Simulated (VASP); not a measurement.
# CdF2 (Fm-3m) in VASP: vibrations by perturbation theory with PBE

Aim: the vibrations by perturbation theory of CdF2 with PBE.

Program: VASP 6.6.1. These are calculated values, not measurements. Logs are shortened: lines on timing, memory, paths and dates and some standing lists are left out, and cuts for length are marked.

## 1. The cell of the first run

It takes space group Fm-3m (No. 225, cubic). The conventional cell has a = 5.388 Å, b = 5.388 Å, c = 5.388 Å, α = 90.00°, β = 90.00°, γ = 90.00°. Within 3.1 Å of Cd (site symmetry m-3m) lie 8 F at 2.33 Å. F (site symmetry -43m) has 4 Cd at 2.33 Å and 6 F at 2.69 Å within 3.1 Å.

## 2. Vibrations by perturbation theory, PBE

File INCAR:

```
ALGO     = Normal         # electronic algorithm
EDIFF    = 1E-8           # SCF threshold, eV
ENCUT    = 520            # plane-wave cutoff, eV
GGA      = PE             # functional
IBRION   = 8              # ionic algorithm
ISIF     = 2              # what is computed and relaxed
ISMEAR   = 0              # smearing method
LASPH    = True           # aspherical terms in the spheres
LCHARG   = False          # write CHGCAR
LEPSILON = True           # dielectric tensor by DFPT
LREAL    = False          # projectors in reciprocal space
LWAVE    = False          # write WAVECAR
NBANDS   = 20             # bands
NELM     = 60             # most SCF steps
NSW      = 1              # ionic steps
PREC     = Accurate       # precision mode
SIGMA    = 0.01           # smearing width, eV
```

File KPOINTS:

```
k-points
0
Gamma
  8 8 8
```

File POSCAR:

```
CdF2
1.0
    0.0000000000      2.6940000000      2.6940000000
    2.6940000000      0.0000000000      2.6940000000
    2.6940000000      2.6940000000      0.0000000000
Cd F
1 2
Direct
    0.0000000000      0.0000000000      0.0000000000
    0.2500000000      0.2500000000      0.2500000000
    0.7500000000      0.7500000000      0.7500000000
```

Potentials or basis: VASP PAW PBE potentials, release 64 (Cd, F).

Command:

```sh
> cat potpaw_PBE.64/Cd/POTCAR potpaw_PBE.64/F/POTCAR > POTCAR
> mpirun -np 1 vasp_std > vasp.out
```

OUTCAR:

```text
EDIFF = 1E-8
   ENCUT = 520
   GGA = PE
   IBRION = 8
   ISIF = 2
   ISMEAR = 0
   LASPH = True
   LEPSILON = True
   LREAL = False
   NELM = 60
   NSW = 1
   PREC = Accurate

 ion  position               nearest neighbor table
   1  0.000  0.000  0.000-   3 2.33   3 2.33   3 2.33   2 2.33   3 2.33   2 2.33   2 2.33   2 2.33

   2  0.250  0.250  0.250-   1 2.33   1 2.33   1 2.33   1 2.33
   3  0.750  0.750  0.750-   1 2.33   1 2.33   1 2.33   1 2.33

  LATTYP: Found a face centered cubic cell.
 ALAT       =     5.3880000000

  Lattice vectors:

 A1 = (   0.0000000000,   2.6940000000,   2.6940000000)
 A2 = (   2.6940000000,   0.0000000000,   2.6940000000)
 A3 = (   2.6940000000,   2.6940000000,   0.0000000000)

Analysis of symmetry for initial positions (statically):
=====================================================================
 Subroutine PRICEL returns:
 Original cell was already a primitive cell.

 Routine SETGRP: Setting up the symmetry group for a
 face centered cubic supercell.

 Subroutine GETGRP returns: Found 48 space group operations
 (whereof 48 operations were pure point group operations)
 out of a pool of 48 trial point group operations.

The static configuration has the point symmetry O_h .

Analysis of symmetry for dynamics (positions and initial velocities):
=====================================================================
 Subroutine PRICEL returns:
 Original cell was already a primitive cell.

 Routine SETGRP: Setting up the symmetry group for a
 face centered cubic supercell.

 Subroutine GETGRP returns: Found 48 space group operations
 (whereof 48 operations were pure point group operations)
 out of a pool of 48 trial point group operations.

The dynamic configuration has the point symmetry O_h .

 Subroutine INISYM returns: Found 48 space group operations
 (whereof 48 operations are pure point group operations),
 and found     1 'primitive' translations

----------------------------------------------------------------------------------------

                                     Primitive cell

  volume of cell :      39.1041

  direct lattice vectors                    reciprocal lattice vectors
     0.000000000  2.694000000  2.694000000    -0.185597624  0.185597624  0.185597624
     2.694000000  0.000000000  2.694000000     0.185597624 -0.185597624  0.185597624
     2.694000000  2.694000000  0.000000000     0.185597624  0.185597624 -0.185597624

  length of vectors
     3.809891337  3.809891337  3.809891337     0.321464515  0.321464515  0.321464515

  position of ions in fractional coordinates (direct lattice)
     0.000000000  0.000000000  0.000000000
     0.250000000  0.250000000  0.250000000
     0.750000000  0.750000000  0.750000000

  ion indices of the primitive-cell ions
   primitive index   ion index
                 1           1
                 2           2
                 3           3

----------------------------------------------------------------------------------------

 KPOINTS: k-points

Automatic generation of k-mesh.
 Grid dimensions read from file:
 generate k-points for:    8    8    8

 Generating k-lattice:

  Cartesian coordinates                     Fractional coordinates (reciprocal lattice)
    -0.023199703  0.023199703  0.023199703     0.125000000  0.000000000  0.000000000
[... 714 lines left out ...]

------------------------ aborting loop because EDIFF is reached ----------------------------------------

 PIEZOELECTRIC TENSOR FIELD DIRECTION 3  (e Angst)
 -----------------------------------------------------------------------------
    -0.00008  0.00000 -0.00000           ( -0.00001  0.00000 -0.00000)
     0.00000 -0.00008  0.00000           (  0.00000 -0.00001  0.00000)
    -0.00000  0.00000 -0.00039           ( -0.00000  0.00000 -0.00002)

 PIEZOELECTRIC TENSOR FIELD DIRECTION 3  (C/m^2)
 -----------------------------------------------------------------------------
    -0.00003  0.00000 -0.00000
     0.00000 -0.00003  0.00000
    -0.00000  0.00000 -0.00016

--------------------------------------- Ionic step        4  -------------------------------------------

------------------------ aborting loop because EDIFF is reached ----------------------------------------

[... ionic steps 5 to 6 ...]

--------------------------------------- Ionic step        7  -------------------------------------------

 Free energy of the ion-electron system (eV)
  ---------------------------------------------------
  ---------------------------------------------------
  free energy    TOTEN  =        -0.53576883 eV

  energy without entropy =       -0.53576883

------------------------ aborting loop because EDIFF is reached ----------------------------------------

 INTERNAL STRAIN TENSOR  FOR ION    2  DIRECTION 1   (eV/Angst):
 -----------------------------------------------------------------------------
    -0.00247  0.00000  0.00000
     0.00000  0.00153 -2.79883
     0.00000 -2.79883  0.00153

 MACROSCOPIC STATIC DIELECTRIC TENSOR (including local field effects in DFT)
 ------------------------------------------------------
           2.801315    -0.000000    -0.000000
          -0.000000     2.801315     0.000000
          -0.000000    -0.000000     2.801315
 ------------------------------------------------------

 PIEZOELECTRIC TENSOR (including local field effects)  for field in x, y, z        (e  Angst)
          XX          YY          ZZ          XY          YZ          ZX
  --------------------------------------------------------------------------------
  x     0.00000     0.00000     0.00000     0.00000     0.00000     0.00000
  y     0.00000     0.00000     0.00000     0.00000     0.00000     0.00000
  z     0.00000     0.00000     0.00000     0.00000     0.00000     0.00000

 PIEZOELECTRIC TENSOR (including local field effects)  for field in x, y, z        (C/m^2)
          XX          YY          ZZ          XY          YZ          ZX
  --------------------------------------------------------------------------------
  x     0.00000     0.00000     0.00000     0.00000     0.00000     0.00000
  y     0.00000     0.00000     0.00000     0.00000     0.00000     0.00000
  z     0.00000     0.00000     0.00000     0.00000     0.00000     0.00000

 BORN EFFECTIVE CHARGES (including local field effects) (in |e|, cummulative output)
 ---------------------------------------------------------------------------------
 ion    1
    1     2.43657     0.00000     0.00000
    2     0.00000     2.43657     0.00000
    3     0.00000     0.00000     2.43657
 ion    2
    1    -1.21828     0.00000     0.00000
    2     0.00000    -1.21828     0.00000
    3     0.00000     0.00000    -1.21828
 ion    3
    1    -1.21828     0.00000     0.00000
    2     0.00000    -1.21828     0.00000
    3     0.00000     0.00000    -1.21828

 INTERNAL STRAIN TENSOR FOR ION    3 for displacements in x,y,z  (eV/Angst):
          X           Y           Z          XY          YZ          ZX
  --------------------------------------------------------------------------------
  x     0.00000     0.00000     0.00000     0.00000     2.79883     0.00000
  y     0.00000     0.00000     0.00000     0.00000     0.00000     2.79883
  z     0.00000     0.00000     0.00000     2.79883     0.00000     0.00000

 SECOND DERIVATIVES (NOT SYMMETRIZED)
 ------------------------------------
               1X          1Y          1Z          2X          2Y          2Z          3X          3Y          3Z
  1X    -5.935884    0.000000    0.000000    2.967942    0.000000    0.000000    2.967942    0.000000    0.000000
  1Y     0.000000   -5.935884    0.000000    0.000000    2.967942    0.000000    0.000000    2.967942    0.000000
  1Z     0.000000    0.000000   -5.935884    0.000000    0.000000    2.967942    0.000000    0.000000    2.967942
  2X     2.919876    0.000000    0.000000   -4.944227    0.000000    0.000000    2.024351    0.000000    0.000000
  2Y     0.000000    2.919876    0.000000    0.000000   -4.944227    0.000000    0.000000    2.024351    0.000000
  2Z     0.000000    0.000000    2.919876    0.000000    0.000000   -4.944227    0.000000    0.000000    2.024351
  3X     2.919876    0.000000    0.000000    2.024351    0.000000    0.000000   -4.944227    0.000000    0.000000
  3Y     0.000000    2.919876    0.000000    0.000000    2.024351    0.000000    0.000000   -4.944227    0.000000
  3Z     0.000000    0.000000    2.919876    0.000000    0.000000    2.024351    0.000000    0.000000   -4.944227

 Eigenvectors and eigenvalues of the dynamical matrix
 ----------------------------------------------------

   1 f  =    9.468232 THz    59.490654 2PiTHz  315.826215 cm-1    39.157442 meV
             X         Y         Z           dx          dy          dz
      0.000000  0.000000  0.000000     0.000000   -0.000000   -0.000000
      1.347000  1.347000  1.347000     0.035267   -0.706227   -0.000000
      4.041000  4.041000  4.041000    -0.035267    0.706227    0.000000
[... 43 lines left out ...]
   9 f/i=    0.025302 THz     0.158976 2PiTHz    0.843978 cm-1     0.104640 meV
             X         Y         Z           dx          dy          dz
      0.000000  0.000000  0.000000     0.779863    0.331146   -0.162584
      1.347000  1.347000  1.347000     0.323237    0.137253   -0.067387
      4.041000  4.041000  4.041000     0.323237    0.137253   -0.067387

--------------------------------------------------------------------------------------------------------

 MACROSCOPIC STATIC DIELECTRIC TENSOR IONIC CONTRIBUTION
 ------------------------------------------------------
           4.653218    -0.000000    -0.000000
          -0.000000     4.653218    -0.000000
          -0.000000    -0.000000     4.653218
 ------------------------------------------------------

 ELASTIC MODULI CONTR FROM IONIC RELAXATION (kBar)
 Direction    XX          YY          ZZ          XY          YZ          ZX
 --------------------------------------------------------------------------------
 XX           0.0000      0.0000      0.0000      0.0000      0.0000      0.0000
 YY           0.0000      0.0000      0.0000      0.0000      0.0000      0.0000
 ZZ           0.0000      0.0000      0.0000      0.0000      0.0000      0.0000
 XY           0.0000      0.0000      0.0000    -92.1141     -0.0000     -0.0000
 YZ           0.0000      0.0000      0.0000     -0.0000    -92.1141     -0.0000
 ZX           0.0000      0.0000      0.0000     -0.0000     -0.0000    -92.1141
 --------------------------------------------------------------------------------

 PIEZOELECTRIC TENSOR IONIC CONTR  for field in x, y, z        (C/m^2)
          XX          YY          ZZ          XY          YZ          ZX
  --------------------------------------------------------------------------------
  x     0.00000     0.00000     0.00000     0.00000    -0.00000     0.00000
  y     0.00000     0.00000     0.00000     0.00000     0.00000     0.00000
  z     0.00000     0.00000     0.00000    -0.00000     0.00000    -0.00000
```

Run time: 13 min. Hardware: 1 thread of AMD EPYC 7R13, shared host; peak memory 0.33 GiB.

What came out:

```
Electronic dielectric tensor (diagonal)                 : 2.80
Born charges (mean of the diagonal)                     : Cd +2.44; F -1.22 e
Highest phonon frequency at Γ, LO-TO splitting left out : 316 cm⁻¹
```

Phonon frequencies in cm⁻¹ (negative: imaginary):
| q point | frequencies |
| --- | --- |
| (0.000, 0.000, 0.000) | -1 -1 -1 237 237 237 316 316 316 |

Electronic dielectric tensor:
```
2.80 0.00 0.00
0.00 2.80 0.00
0.00 0.00 2.80
```

Born effective charge tensors (e):
atom 1, Cd
```
2.44 0.00 0.00
0.00 2.44 0.00
0.00 0.00 2.44
```
atom 2, F
```
-1.22  0.00  0.00
 0.00 -1.22  0.00
 0.00  0.00 -1.22
```
atom 3, F
```
-1.22  0.00  0.00
 0.00 -1.22  0.00
 0.00  0.00 -1.22
```

Caveat: the cell wasn't relaxed at this level first, which shifts response properties.
